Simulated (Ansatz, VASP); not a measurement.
## One calculation of Ge, two programs

INCAR

```
ALGO = Fast
EDIFF = 1E-7
ENCUT = 520
GGA = PS
ISIF = 2
ISMEAR = 0
LASPH = T
LCHARG = F
LREAL = F
LWAVE = F
NBANDS = 66
NELM = 80
PREC = Accurate
SIGMA = 0.15
```

File KPOINTS:

```
k-points
0
Gamma
  8 8 8
```

POSCAR

```
Ge
1.0
   -3.4176181512      3.4176181512      3.3655732048
    3.4176181512     -3.4176181512      3.3655732048
    3.4176181512      3.4176181512     -3.3655732048
Ge
8
Direct
    0.5000000000      0.0000000000      0.7958385091
    0.7958385091      0.5000000000      0.0000000000
    0.0000000000      0.7958385091      0.5000000000
    0.7041614909      0.7041614909      0.7041614909
    0.5000000000      0.0000000000      0.2041614909
    0.2041614909      0.5000000000      0.0000000000
    0.0000000000      0.2041614909      0.5000000000
    0.2958385091      0.2958385091      0.2958385091
```

Input for Ansatz:

```yaml
crystal:
  lattice:
    - [-3.4176181512, 3.4176181512, 3.3655732048]
    - [3.4176181512, -3.4176181512, 3.3655732048]
    - [3.4176181512, 3.4176181512, -3.3655732048]
  atoms:
    - { symbol: Ge, position: [0.5, 0.0, 0.7958385091] }
    - { symbol: Ge, position: [0.7958385091, 0.5, 0.0] }
    - { symbol: Ge, position: [0.0, 0.7958385091, 0.5] }
    - { symbol: Ge, position: [0.7041614909, 0.7041614909, 0.7041614909] }
    - { symbol: Ge, position: [0.5, 0.0, 0.2041614909] }
    - { symbol: Ge, position: [0.2041614909, 0.5, 0.0] }
    - { symbol: Ge, position: [0.0, 0.2041614909, 0.5] }
    - { symbol: Ge, position: [0.2958385091, 0.2958385091, 0.2958385091] }
basis:
  ecutwfc: 420
kpoints:
  mp_grid: { grid: [8, 8, 8] }
hamiltonian:
  xc: pbesol
scf:
  occupations: { method: gaussian, width: 0.15 }
output:
  forces: true
  stress: true
  eigenvalues: true
```

Change from the starting cell: strain -0.015 along x and y, -0.030 along z, atoms carried along.

Alike in both runs: task single point; functional PBEsol; k mesh 8 × 8 × 8; occupations gaussian, width 0.15 eV; no spin polarisation.

|  | VASP | Ansatz |
| --- | --- | --- |
| version | VASP 6.6.1 | Ansatz 0.2.0 |
| potentials or method | VASP PAW PBE potentials, release 64 (Ge_d), cutoff 520 eV | scalar-relativistic, plane waves, PAW |
| valence electrons in the cell | 112 | 112 |

|  | VASP | Ansatz | Ansatz less VASP |
| --- | --- | --- | --- |
| gap on the k mesh at the Fermi level (eV) | none | none | - |
| pressure (GPa) | 4.9 | 4.9 | +0.08 |
| traceless stress, the component that is largest in VASP (GPa) | 1.29 | 1.29 | -0.001 |
| rms of the force components (eV/Å) | 0.135 | 0.137 | +0.0021 |

VASP's potentials were made for PBE, not for PBEsol. Atom by atom the forces differ by 0.002 eV/Å (rms over components). A gap of «none» marks a metal or a gap that the smearing closes.
